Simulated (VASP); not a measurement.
# AlFe3B (Pm-3m) in VASP: notebook, part 3 of 3

VASP 6.6.1. The steps go on from the part before.

### 5 Single point, PBEsol, collinear spin, ferromagnetic start

The input, INCAR:

```
SYSTEM = AlFe3B
  PREC = Accurate
  ENCUT = 520
  EDIFF = 1E-7
  ISMEAR = -1
  SIGMA = 0.05
  LREAL = .FALSE.
  LASPH = .TRUE.
  NELM = 150
  ALGO = Normal
  ISIF = 2
  LWAVE = .FALSE.
  LCHARG = .FALSE.
  ISPIN = 2
  MAGMOM = 3.73333 3.73333 3.73333 0 0
  LORBIT = 11
  NUPDOWN = 11.2
  LMAXMIX = 4
  GGA = PS
  NBANDS = 27
```

The input, KPOINTS:

```
Automatic mesh
0
G
  6 6 6
  0 0 0
```

The input, POSCAR:

```
AlFe3B
1.0
    3.8223220000      0.0000000000      0.0000000000
    0.0000000000      3.8223220000      0.0000000000
    0.0000000000      0.0000000000      3.8223220000
Fe Al B
3 1 1
Direct
    0.0000000000      0.0000000000      0.5000000000
    0.0000000000      0.5000000000      0.0000000000
    0.5000000000      0.0000000000      0.0000000000
    0.5000000000      0.5000000000      0.5000000000
    0.0000000000      0.0000000000      0.0000000000
```

Potentials or basis: VASP PAW PBE potentials, release 64 (Fe, Al, B).

The run is started by

```console
cat potpaw_PBE.64/Fe/POTCAR potpaw_PBE.64/Al/POTCAR potpaw_PBE.64/B/POTCAR > POTCAR
mpirun -np 1 vasp_std > vasp.out
```

OUTCAR:

```text
SYSTEM = AlFe3B
   PREC = Accurate
   ENCUT = 520
   EDIFF = 1E-7
   ISMEAR = -1
   LREAL = .FALSE.
   LASPH = .TRUE.
   NELM = 150
   ISIF = 2
   ISPIN = 2
   LORBIT = 11
   NUPDOWN = 11.2
   GGA = PS

 ion  position               nearest neighbor table
   1  0.000  0.000  0.500-   5 1.91   5 1.91   4 2.70   2 2.70   2 2.70   3 2.70   3 2.70   2 2.70
                             4 2.70   2 2.70   3 2.70   4 2.70   3 2.70   4 2.70
   2  0.000  0.500  0.000-   5 1.91   5 1.91   4 2.70   1 2.70   1 2.70   4 2.70   1 2.70   3 2.70
                             3 2.70   1 2.70   3 2.70   4 2.70   4 2.70   3 2.70
   3  0.500  0.000  0.000-   5 1.91   5 1.91   4 2.70   1 2.70   1 2.70   4 2.70   2 2.70   4 2.70
                             4 2.70   1 2.70   2 2.70   2 2.70   1 2.70   2 2.70
   4  0.500  0.500  0.500-   1 2.70   2 2.70   3 2.70   2 2.70   3 2.70   1 2.70   3 2.70   3 2.70
                             1 2.70   2 2.70   2 2.70   1 2.70
   5  0.000  0.000  0.000-   1 1.91   2 1.91   3 1.91   1 1.91   2 1.91   3 1.91

  LATTYP: Found a simple cubic cell.
 ALAT       =     3.8223220000

  Lattice vectors:

 A1 = (   3.8223220000,   0.0000000000,   0.0000000000)
 A2 = (   0.0000000000,   3.8223220000,   0.0000000000)
 A3 = (   0.0000000000,   0.0000000000,   3.8223220000)

Analysis of symmetry for initial positions (statically):
=====================================================================
 Subroutine PRICEL returns:
 Original cell was already a primitive cell.

 Routine SETGRP: Setting up the symmetry group for a
 simple cubic supercell.

 Subroutine GETGRP returns: Found 48 space group operations
 (whereof 48 operations were pure point group operations)
 out of a pool of 48 trial point group operations.

The static configuration has the point symmetry O_h .

Analysis of symmetry for dynamics (positions and initial velocities):
=====================================================================
 Subroutine PRICEL returns:
 Original cell was already a primitive cell.

 Routine SETGRP: Setting up the symmetry group for a
 simple cubic supercell.

 Subroutine GETGRP returns: Found 48 space group operations
 (whereof 48 operations were pure point group operations)
 out of a pool of 48 trial point group operations.

The dynamic configuration has the point symmetry O_h .

Analysis of structural, dynamic, and magnetic symmetry:
=====================================================================
 Subroutine PRICEL returns:
 Original cell was already a primitive cell.

 Routine SETGRP: Setting up the symmetry group for a
 simple cubic supercell.

 Subroutine GETGRP returns: Found 48 space group operations
 (whereof 48 operations were pure point group operations)
 out of a pool of 48 trial point group operations.

The overall configuration has the point symmetry O_h .

 Subroutine INISYM returns: Found 48 space group operations
 (whereof 48 operations are pure point group operations),
 and found     1 'primitive' translations

----------------------------------------------------------------------------------------

                                     Primitive cell

  volume of cell :      55.8447

  direct lattice vectors                    reciprocal lattice vectors
     3.822322000  0.000000000  0.000000000     0.261621077  0.000000000  0.000000000
     0.000000000  3.822322000  0.000000000     0.000000000  0.261621077  0.000000000
[... 89 lines left out ...]
   NSW    =      0    number of steps for IOM
   IBRION =     -1    ionic relax: 0-MD 1-quasi-New 2-CG
   NFREE  =      0    steps in history (QN), initial steepest desc. (CG)
   ISIF   =      2    stress and relaxation
   ISYM   =      2    0-nonsym 1-usesym 2-fastsym
   POTIM  = 0.5000    time-step for ionic-motion
   TEBEG  =    0.0;   TEEND  =   0.0 temperature during run
   PSTRESS=    0.0 pullay stress
   NELECT =      30.0000    total number of electrons
   NUPDOWN=      11.2000    fix difference up-down
   EMIN   =  10.00;   EMAX   =-10.00  energy-range for DOS
   EFERMI =   0.00;   METHOD = LEGACY
   ISMEAR =    -1;   SIGMA  =   0.05  broadening in eV -4-tet -1-fermi 0-gaus
   EFERMI_NEDOS =   21; number of points for ismear=-14 and -15
   IALGO  =     38    algorithm
   IMIX   =      4    mixing-type and parameters
     AMIX     =   0.40;   BMIX     =  1.00
     AMIX_MAG =   1.60;   BMIX_MAG =  1.00
  volume/ion in A,a.u.               =      11.17        75.37
  Fermi-wavevector in a.u.,A,eV,Ry     =   1.330826  2.514897 24.097253  1.771098
  Thomas-Fermi vector in A             =   2.459884
   LORBIT       =     11    0 simple, 1 ext, 2 COOP (PROOUT), +10 PAW based schemes
   GGA     = PS    functional components
   LHFCALC =     F    Hartree Fock is set to
   AEXX    =    0.0000 exact exchange contribution
   IVDW    =     0    specifies the selected vdW correction
   LEPSILON=     F    determine dielectric tensor
   LRPA    =     F    only Hartree local field effects (RPA)
 spin polarized calculation
  energy-cutoff  :      520.00
  volume of cell :       55.84
 maximum number of plane-waves:      1518
   NGX = 15   NGY = 15   NGZ = 15

 number of electron      29.9999957 magnetization      11.1999975

 Free energy of the ion-electron system (eV)
  ---------------------------------------------------
  ext. energy  EPLUGINS =         0.00000000
  ---------------------------------------------------
  free energy    TOTEN  =       -32.71605889 eV

  energy without entropy =      -32.69691609  energy(sigma->0) =      -32.70648749

 E-fermi :   5.7704     XC(G=0): -12.3590

 val. band max:        9.7590470529   @ k =   0.1667   0.1667   0.0000
 cond. band min:       5.7748534198   @ k =   0.3333   0.3333   0.0000
 fundamental gap:     -3.9841936331
 Fermi energy:         9.9444328491

 spin component 1

 k-point     1 :       0.0000    0.0000    0.0000
  band No.  band energies     occupation
      1      -4.6384      1.00000
      2      -0.8285      1.00000
      3       1.7676      1.00000
      4       1.7676      1.00000
      5       1.7676      1.00000
      6       1.9091      1.00000
[... 589 lines left out ...]
     26      18.3859      0.00000
     27      22.0793      0.00000
 Fermi energy:         5.7704319884

 spin component 2

 k-point     1 :       0.0000    0.0000    0.0000
  band No.  band energies     occupation
      1      -3.7878      1.00000
      2       0.6346      1.00000
      3       4.4215      1.00000
      4       4.4215      1.00000
      5       4.4727      1.00000
      6       4.4727      1.00000
[... 589 lines left out ...]
     26      19.6496      0.00000
     27      22.7945      0.00000

------------------------ aborting loop because EDIFF is reached ----------------------------------------

  FORCE on cell =-STRESS in cart. coord.  units (eV):
  Direction    XX          YY          ZZ          XY          YZ          ZX
  --------------------------------------------------------------------------------------
  -------------------------------------------------------------------------------------
  Total       13.6609529     13.6609529     13.6609529      0.0000000     -0.0000000      0.0000000
  in kB      391.9311366    391.9311366    391.9311366      0.0000000     -0.0000000      0.0000000
  external PRESSURE =     391.9311366 kB  Pullay stress =       0.0000000 kB

 VOLUME and BASIS-vectors are now :
 -----------------------------------------------------------------------------
  energy-cutoff  :      520.00
  volume of cell :       55.84
      direct lattice vectors                 reciprocal lattice vectors
     3.822322000  0.000000000  0.000000000     0.261621077  0.000000000  0.000000000
     0.000000000  3.822322000  0.000000000     0.000000000  0.261621077  0.000000000
     0.000000000  0.000000000  3.822322000     0.000000000  0.000000000  0.261621077

 POSITION                                       TOTAL-FORCE (eV/Angst)
 -----------------------------------------------------------------------------------
      0.00000      0.00000      1.91116         0.000000      0.000000      0.000000
      0.00000      1.91116      0.00000         0.000000      0.000000      0.000000
      1.91116      0.00000      0.00000         0.000000      0.000000      0.000000
      1.91116      1.91116      1.91116         0.000000      0.000000      0.000000
      0.00000      0.00000      0.00000         0.000000      0.000000      0.000000
 -----------------------------------------------------------------------------------
    total drift:                               -0.000000      0.000000     -0.000000

  FREE ENERGIE OF THE ION-ELECTRON SYSTEM (eV)
  ---------------------------------------------------
  free  energy   TOTEN  =       -32.7160588854 eV

  energy  without entropy=      -32.6969160929  energy(sigma->0) =      -32.70648749

 total charge

# of ion       s       p       d       tot
------------------------------------------
    1        0.523   0.706   6.115   7.343
    2        0.523   0.706   6.115   7.343
    3        0.523   0.706   6.115   7.343
    4        0.453   0.384   0.000   0.837
    5        0.794   1.456   0.000   2.251
--------------------------------------------------
tot          2.816   3.958  18.345  25.118

 magnetization (x)

# of ion       s       p       d       tot
------------------------------------------
    1        0.079   0.131   3.183   3.392
    2        0.079   0.131   3.183   3.392
    3        0.079   0.131   3.183   3.392
    4        0.085   0.046   0.000   0.132
    5       -0.008   0.178   0.000   0.170
--------------------------------------------------
tot          0.314   0.616   9.548  10.477
```

Run time: 89 s. Hardware: 1 thread of Intel Xeon Platinum 8259CL at 2.50GHz (Skylake/Cascade Lake), shared host; peak memory 0.19 GiB.

Results:

```
Free energy                                           : -32.7161 eV
Pressure                                              : 39.2 GPa
Net moment                                            : 11.20 μB per cell
Site moments                                          : Fe +3.39; Al +0.13; B +0.17 μB
Valence electrons inside the program's atomic spheres : Fe 7.34; Al 0.84; B 2.25
```

Caveat: the cell stands under pressure; the PAW data sets were made with another functional, which shifts forces and pressure a little; the total moment is fixed, so each spin has its own Fermi level and the state may be an excited one.

### 6 Single point, PBEsol, collinear spin, ferromagnetic start

The input, INCAR:

```
  PREC = Accurate
  ENCUT = 520
  EDIFF = 1E-6
  ISMEAR = -1
  SIGMA = 0.05
  LREAL = False
  LASPH = True
  NELM = 150
  ALGO = Normal
  ISIF = 2
  LWAVE = False
  LCHARG = False
  ISPIN = 2
  MAGMOM = 4.5 4.5 4.5 0 0
  LORBIT = 11
  NUPDOWN = 13.5
  LMAXMIX = 4
  GGA = PS
  NBANDS = 27
```

The input, KPOINTS:

```
regular mesh
0
Gamma
  6 6 6
```

POSCAR is that of step 5.

Potentials or basis: VASP PAW PBE potentials, release 64 (Fe, Al, B).

The run is started by

```console
cat potpaw_PBE.64/Fe/POTCAR potpaw_PBE.64/Al/POTCAR potpaw_PBE.64/B/POTCAR > POTCAR
mpirun -np 1 vasp_std > vasp.out
```

It took 96 s on 1 thread of Intel Xeon Platinum 8259CL at 2.50GHz (Skylake/Cascade Lake), shared host; peak memory 0.19 GiB.

Results (log left out):

| Property | Result |
| --- | --- |
| Free energy | -26.6438 eV |
| Pressure | 63.3 GPa |
| Net moment | 13.50 μB per cell |
| Site moments | Fe +3.85; Al +0.28; B +0.34 μB |
| Valence electrons inside the program's atomic spheres | Fe 7.28; Al 0.89; B 2.30 |

Caveat: the cell stands under pressure; the PAW data sets were made with another functional, which shifts forces and pressure a little; the total moment is fixed, so each spin has its own Fermi level and the state may be an excited one.

### 7 Single point, PBEsol, collinear spin, ferromagnetic start

The input, INCAR:

```
  PREC = Accurate
  ENCUT = 520
  EDIFF = 1E-6
  ISMEAR = -1
  SIGMA = 0.05
  LREAL = F
  LASPH = T
  NELM = 150
  ALGO = Normal
  ISIF = 2
  LWAVE = F
  LCHARG = F
  ISPIN = 2
  MAGMOM = 6 6 6 0 0
  LORBIT = 11
  NUPDOWN = 18.0
  LMAXMIX = 4
  GGA = PS
  NBANDS = 27
```

KPOINTS is that of step 6.

POSCAR is that of step 6.

The run is started by

```console
cat potpaw_PBE.64/Fe/POTCAR potpaw_PBE.64/Al/POTCAR potpaw_PBE.64/B/POTCAR > POTCAR
mpirun -np 1 vasp_std > vasp.out
```

It took 69 s on 1 thread of Intel Xeon Platinum 8259CL at 2.50GHz (Skylake/Cascade Lake), shared host; peak memory 0.19 GiB.

Results (log left out):

| Item | Value |
| --- | --- |
| Free energy | -10.3085 eV |
| Pressure | 115.6 GPa |
| Net moment | 18.00 μB per cell |
| Site moments | Fe +4.64; Al +0.57; B +0.74 μB |
| Valence electrons inside the program's atomic spheres | Fe 7.19; Al 0.94; B 2.39 |

Caveat: the cell stands under pressure; the PAW data sets were made with another functional, which shifts forces and pressure a little; the total moment is fixed, so each spin has its own Fermi level and the state may be an excited one.

### 8 Overview

| fixed moment (μB) | pressure (GPa) | moment (μB) |
| --- | --- | --- |
| 4.5 | -5.8 | 4.50 |
| 6.8 | 4.7 | 6.80 |
| 9.0 | 19.8 | 9.00 |
| 11.2 | 39.2 | 11.20 |
| 13.5 | 63.3 | 13.50 |
| 18.0 | 115.6 | 18.00 |

Alike in all rows: task single point; level PBEsol; potentials or basis VASP PAW PBE potentials, release 64 (Fe, Al, B); spin collinear, ferromagnetic start; cell as given; k mesh 6 × 6 × 6; cutoff (eV) 520; smearing fermi-dirac 0.05 eV.

Caveats: the PAW data sets were made with another functional, which shifts forces and pressure a little; the total moment is fixed, so each spin has its own Fermi level and the state may be an excited one; the cell stands under pressure (at least some runs); the cell stands under tension (at least some runs).

Absolute energies hang on the potentials; compare differences alone.
